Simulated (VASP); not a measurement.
# Al2Cu (C2/c) in VASP: single point with PBEsol

Aim: the single point of Al2Cu with PBEsol.

All numbers are computed with VASP 6.6.1; they aren't measurements. Logs are shortened: lines on timing, memory, paths and dates and some standing lists are left out, and cuts for length are marked.

## 1. The cell of the first run

It takes space group C2/c (No. 15, monoclinic). The conventional cell has a = 7.470 Å, b = 5.993 Å, c = 4.830 Å, α = 90.00°, β = 126.76°, γ = 90.00°. Within 3.3 Å of Al (site symmetry 1) lie 4 Cu at 2.50 to 2.61 Å and 11 Al at 2.70 to 3.19 Å. Within 3.2 Å of Cu (site symmetry 2) lie 2 Cu at 2.42 Å and 8 Al at 2.50 to 2.61 Å.

## 2. Single point, PBEsol (strain -0.0600 x Voigt [0, 0, 0, 0, 1, 0])

File INCAR:

```
SYSTEM = Al2Cu
PREC = Accurate
ENCUT = 520
EDIFF = 1E-7
ISMEAR = 0
SIGMA = 0.15
LREAL = .FALSE.
LASPH = .TRUE.
NELM = 100
ALGO = Fast
ISIF = 2
LWAVE = .FALSE.
LCHARG = .FALSE.
GGA = PS
NBANDS = 26
```

File KPOINTS:

```
Automatic mesh
0
G
  12 12 12
  0 0 0
```

File POSCAR:

```
Al2Cu
1.0
   -3.0689684201      2.9965506908      2.5038208295
    2.9241329615     -2.9965506908      2.3240277881
    3.0689684201      2.9965506908     -2.5038208295
Al Cu
4 2
Direct
    0.1593199577      0.6593199577      0.8186399154
    0.6593199577      0.8406800423      0.5000000000
    0.8406800423      0.3406800423      0.1813600846
    0.3406800423      0.1593199577      0.5000000000
    0.7500000000      0.7500000000      0.0000000000
    0.2500000000      0.2500000000      0.0000000000
```

Potentials or basis: VASP PAW PBE potentials, release 64 (Al, Cu).

Launch:

```
$ cat potpaw_PBE.64/Al/POTCAR potpaw_PBE.64/Cu/POTCAR > POTCAR
$ mpirun -np 1 vasp_std > vasp.out
```

OUTCAR:

```text
SYSTEM = Al2Cu
   PREC = Accurate
   ENCUT = 520
   EDIFF = 1E-7
   ISMEAR = 0
   LREAL = .FALSE.
   LASPH = .TRUE.
   NELM = 100
   ISIF = 2
   GGA = PS

 ion  position               nearest neighbor table
   1  0.159  0.659  0.819-   6 2.50   6 2.53   5 2.58   5 2.61   3 2.70   3 2.81   3 2.92   2 2.99
                             4 3.08   4 3.08   2 3.17   2 3.19   2 3.19   4 3.19   4 3.19
   2  0.659  0.841  0.500-   6 2.50   6 2.53   5 2.58   5 2.61   4 2.70   4 2.81   4 2.92   1 2.99
                             3 3.08   3 3.08   1 3.17   1 3.19   1 3.19   3 3.19   3 3.19
   3  0.841  0.341  0.181-   5 2.50   5 2.53   6 2.58   6 2.61   1 2.70   1 2.81   1 2.92   4 2.99
                             2 3.08   2 3.08   4 3.17   4 3.19   4 3.19   2 3.19   2 3.19
   4  0.341  0.159  0.500-   5 2.50   5 2.53   6 2.58   6 2.61   2 2.70   2 2.81   2 2.92   3 2.99
                             1 3.08   1 3.08   3 3.17   3 3.19   3 3.19   1 3.19   1 3.19
   5  0.750  0.750  0.000-   6 2.42   6 2.42   4 2.50   3 2.50   3 2.53   4 2.53   1 2.58   2 2.58
                             1 2.61   2 2.61
   6  0.250  0.250  0.000-   5 2.42   5 2.42   1 2.50   2 2.50   2 2.53   1 2.53   3 2.58   4 2.58
                             4 2.61   3 2.61

  LATTYP: Found a base centered monoclinic cell.
 ALAT       =     7.4703838553
 B/A-ratio  =     0.8022481171
 C/A-ratio  =     0.6465558871
 COS(beta)  =    -0.5984426462

  Lattice vectors:

 A1 = (   2.9241329615,   2.9965506908,   2.3240277881)
 A2 = (   2.9241329615,  -2.9965506908,   2.3240277881)
 A3 = (   0.1448354586,   0.0000000000,  -4.8278486176)

Analysis of symmetry for initial positions (statically):
=====================================================================
 Subroutine PRICEL returns:
 Original cell was already a primitive cell.

 Routine SETGRP: Setting up the symmetry group for a
 base centered monoclinic supercell.

 Subroutine GETGRP returns: Found  4 space group operations
 (whereof  2 operations were pure point group operations)
 out of a pool of  4 trial point group operations.

The static configuration has the point symmetry S_2 .
 The point group associated with its full space group is C_2h.

Analysis of symmetry for dynamics (positions and initial velocities):
=====================================================================
 Subroutine PRICEL returns:
 Original cell was already a primitive cell.

 Routine SETGRP: Setting up the symmetry group for a
 base centered monoclinic supercell.

 Subroutine GETGRP returns: Found  4 space group operations
 (whereof  2 operations were pure point group operations)
 out of a pool of  4 trial point group operations.

The dynamic configuration has the point symmetry S_2 .
 The point group associated with its full space group is C_2h.

 Subroutine INISYM returns: Found  4 space group operations
 (whereof  2 operations are pure point group operations),
 and found     1 'primitive' translations

----------------------------------------------------------------------------------------

                                     Primitive cell

  volume of cell :      86.6235

  direct lattice vectors                    reciprocal lattice vectors
    -3.068968420  2.996550691  2.503820829     0.006219546  0.166858516  0.207318185
     2.924132961 -2.996550691  2.324027788     0.173228369  0.000000000  0.212328449
     3.068968420  2.996550691 -2.503820829     0.167008823  0.166858516  0.005010265

  length of vectors
     4.966588563  4.788629739  4.966588563     0.266197815  0.274028170  0.236133043

  position of ions in fractional coordinates (direct lattice)
     0.159319958  0.659319958  0.818639915
     0.659319958  0.840680042  0.500000000
     0.840680042  0.340680042  0.181360085
     0.340680042  0.159319958  0.500000000
     0.750000000  0.750000000  0.000000000
     0.250000000  0.250000000  0.000000000

  ion indices of the primitive-cell ions
   primitive index   ion index
                 1           1
                 2           2
                 3           3
                 4           4
                 5           5
                 6           6

----------------------------------------------------------------------------------------

 KPOINTS: Automatic mesh

Automatic generation of k-mesh.
 Grid dimensions read from file:
 generate k-points for:   12   12   12

 Generating k-lattice:

  Cartesian coordinates                     Fractional coordinates (reciprocal lattice)
     0.000518295  0.013904876  0.017276515     0.083333333  0.000000000  0.000000000
     0.014435697  0.000000000  0.017694037     0.000000000  0.083333333 -0.000000000
     0.013917402  0.013904876  0.000417522     0.000000000  0.000000000  0.083333333

  Length of vectors
     0.022183151  0.022835681  0.019677754

  Shift w.r.t. Gamma in fractional coordinates (k-lattice)
     0.000000000  0.000000000  0.000000000

 Subroutine IBZKPT returns following result:
 ===========================================

 Found    476 irreducible k-points:

 Following reciprocal coordinates:
            Coordinates               Weight
  0.000000  0.000000  0.000000      1.000000
  0.083333  0.000000 -0.000000      4.000000
  0.166667 -0.000000  0.000000      4.000000
  0.250000 -0.000000  0.000000      4.000000
  0.333333 -0.000000  0.000000      4.000000
  0.416667 -0.000000  0.000000      4.000000
[... 16 lines left out ...]
  0.250000  0.166667 -0.000000      4.000000
  0.333333  0.166667  0.000000      4.000000
 [... further k-points ...]
   k-points           NKPTS =    476   k-points in BZ     NKDIM =    476   number of bands    NBANDS=     26
   number of dos      NEDOS =    301   number of ions     NIONS =      6
   total plane-waves  NPLWV =  57600
   dimension x,y,z NGX =    40 NGY =   36 NGZ =   40
   dimension x,y,z NGXF=    80 NGYF=   72 NGZF=   80
   ions per type =               4   2
   NGX,Y,Z   is equivalent  to a cutoff of  13.39, 12.50, 13.39 a.u.
   NGXF,Y,Z  is equivalent  to a cutoff of  26.78, 25.00, 26.78 a.u.
 SYSTEM =  Al2Cu
   PREC   = accura    normal or accurate (medium, high low for compatibility)
   ISTART =      0    job   : 0-new  1-cont  2-samecut
   ICHARG =      2    charge: 1-file 2-atom 10-const
   ISPIN  =      1    spin polarized calculation?
   LNONCOLLINEAR =      F non collinear calculations
   LSORBIT =      F    spin-orbit coupling
   LASPH  =      T    aspherical Exc in radial PAW
   ENCUT  =  520.0 eV  38.22 Ry    6.18 a.u.   9.23  8.90  9.23*2*pi/ulx,y,z
   NELM   =    100;   NELMIN=  2; NELMDL= -5     # of ELM steps
   EDIFF  = 0.1E-06   stopping-criterion for ELM
   LREAL  =      F    real-space projection
   EDIFFG = 0.1E-05   stopping-criterion for IOM
   NSW    =      0    number of steps for IOM
   IBRION =     -1    ionic relax: 0-MD 1-quasi-New 2-CG
   NFREE  =      0    steps in history (QN), initial steepest desc. (CG)
   ISIF   =      2    stress and relaxation
   ISYM   =      2    0-nonsym 1-usesym 2-fastsym
   POTIM  = 0.5000    time-step for ionic-motion
   TEBEG  =    0.0;   TEEND  =   0.0 temperature during run
   PSTRESS=    0.0 pullay stress
   NELECT =      34.0000    total number of electrons
   NUPDOWN=      -1.0000    fix difference up-down
   EMIN   =  10.00;   EMAX   =-10.00  energy-range for DOS
   EFERMI =   0.00;   METHOD = LEGACY
   ISMEAR =     0;   SIGMA  =   0.15  broadening in eV -4-tet -1-fermi 0-gaus
   EFERMI_NEDOS =   21; number of points for ismear=-14 and -15
   IALGO  =     68    algorithm
   IMIX   =      4    mixing-type and parameters
     AMIX     =   0.40;   BMIX     =  1.00
     AMIX_MAG =   1.60;   BMIX_MAG =  1.00
  volume/ion in A,a.u.               =      14.44        97.43
  Fermi-wavevector in a.u.,A,eV,Ry     =   1.198641  2.265103 19.548043  1.436741
  Thomas-Fermi vector in A             =   2.334525
   LORBIT       =      0    0 simple, 1 ext, 2 COOP (PROOUT), +10 PAW based schemes
   GGA     = PS    functional components
   LHFCALC =     F    Hartree Fock is set to
   AEXX    =    0.0000 exact exchange contribution
   IVDW    =     0    specifies the selected vdW correction
   LEPSILON=     F    determine dielectric tensor
   LRPA    =     F    only Hartree local field effects (RPA)
 non-spin polarized calculation
 RMM-DIIS sequential band-by-band and
 Gauss-broadening in eV      SIGMA  =   0.15
  energy-cutoff  :      520.00
  volume of cell :       86.62
 maximum number of plane-waves:      2352
 NGX is ok and might be reduce to    40
   NGX = 19   NGY = 17   NGZ = 19

 number of electron      33.9999990 magnetization

 Free energy of the ion-electron system (eV)
  ---------------------------------------------------
  ext. energy  EPLUGINS =         0.00000000
  ---------------------------------------------------
  free energy    TOTEN  =       -25.97187846 eV

  energy without entropy =      -25.94918341  energy(sigma->0) =      -25.96053093

 E-fermi :   8.2540     XC(G=0): -11.0813

 val. band max:        8.2501580488   @ k =  -0.2500   0.5000   0.1667
 cond. band min:       8.2572715588   @ k =  -0.3333   0.0000   0.3333
 fundamental gap:      0.0071135100
 Fermi energy:         8.2539581956

 k-point     1 :       0.0000    0.0000    0.0000
  band No.  band energies     occupation
      1      -2.7380      2.00000
      2       2.7633      2.00000
      3       2.9576      2.00000
      4       2.9659      2.00000
      5       2.9860      2.00000
      6       3.9014      2.00000
[... 18 lines left out ...]
     25      13.6273      0.00000
     26      14.2600      0.00000

 k-point     2 :       0.0833    0.0000   -0.0000
  band No.  band energies     occupation
      1      -2.6637      2.00000
      2       2.7567      2.00000
      3       2.9488      2.00000
      4       2.9557      2.00000
      5       3.0031      2.00000
      6       3.8888      2.00000
[... 18 lines left out ...]
     25      13.7000      0.00000
[... 608 lines left out ...]
     25      15.1087      0.00000
     26      16.0338      0.00000

 k-point    24 :       0.3333    0.1667    0.0000
  band No.  band energies     occupation
      1      -0.5286      2.00000
      2       0.6612      2.00000
      3       2.0663      2.00000
      4       2.6018      2.00000
      5       3.3354      2.00000
      6       3.7103      2.00000
[... 18 lines left out ...]
     25      14.3857      0.00000
     26      14.9967      0.00000

 [... further k-points ...]

------------------------ aborting loop because EDIFF is reached ----------------------------------------

  FORCE on cell =-STRESS in cart. coord.  units (eV):
  Direction    XX          YY          ZZ          XY          YZ          ZX
  --------------------------------------------------------------------------------------
  -------------------------------------------------------------------------------------
  Total        0.4263090      0.4751539      0.0012279      0.0000000      0.0000000      1.4549746
  in kB        7.8849543      8.7883840      0.0227103      0.0000000      0.0000000     26.9110178
  external PRESSURE =       5.5653495 kB  Pullay stress =       0.0000000 kB

 VOLUME and BASIS-vectors are now :
 -----------------------------------------------------------------------------
  energy-cutoff  :      520.00
  volume of cell :       86.62
      direct lattice vectors                 reciprocal lattice vectors
    -3.068968420  2.996550691  2.503820829     0.006219546  0.166858516  0.207318185
     2.924132961 -2.996550691  2.324027788     0.173228369  0.000000000  0.212328449
     3.068968420  2.996550691 -2.503820829     0.167008823  0.166858516  0.005010265

 POSITION                                       TOTAL-FORCE (eV/Angst)
 -----------------------------------------------------------------------------------
      3.95137      0.95482     -0.11854        -0.037848     -0.005221     -0.178790
      1.96931      0.95482      2.35267         0.037848     -0.005221      0.178790
     -1.02724      2.04173      2.44257         0.037848      0.005221      0.178790
      0.95482      2.04173     -0.02864        -0.037848      0.005221     -0.178790
     -0.10863      0.00000      3.62089        -0.000000     -0.021783     -0.000000
     -0.03621      0.00000      1.20696         0.000000      0.021783     -0.000000
 -----------------------------------------------------------------------------------
    total drift:                               -0.000000     -0.000000      0.000000

  FREE ENERGIE OF THE ION-ELECTRON SYSTEM (eV)
  ---------------------------------------------------
  free  energy   TOTEN  =       -25.9718784571 eV

  energy  without entropy=      -25.9491834117  energy(sigma->0) =      -25.96053093
```

It took 51 min on 1 thread of AMD EPYC 7R13, shared host; peak memory 0.92 GiB.

What came out:

* Free energy: -25.9719 eV
* Pressure: 0.6 GPa
* Largest force: 0.183 eV/Å
* Band gap on the k mesh: zero (bands 17 and 18 overlap by 3.76 eV)

Forces on the atoms (eV/Å):
```
Al  -0.038 -0.005 -0.179
Al   0.038 -0.005  0.179
Al   0.038  0.005  0.179
Al  -0.038  0.005 -0.179
Cu   0.000 -0.022  0.000
Cu   0.000  0.022  0.000
```

Caveat: the cell differs from its parent crystal (strain -0.0600 x Voigt [0, 0, 0, 0, 1, 0]); the PAW data sets were made with another functional, which shifts forces and pressure a little.
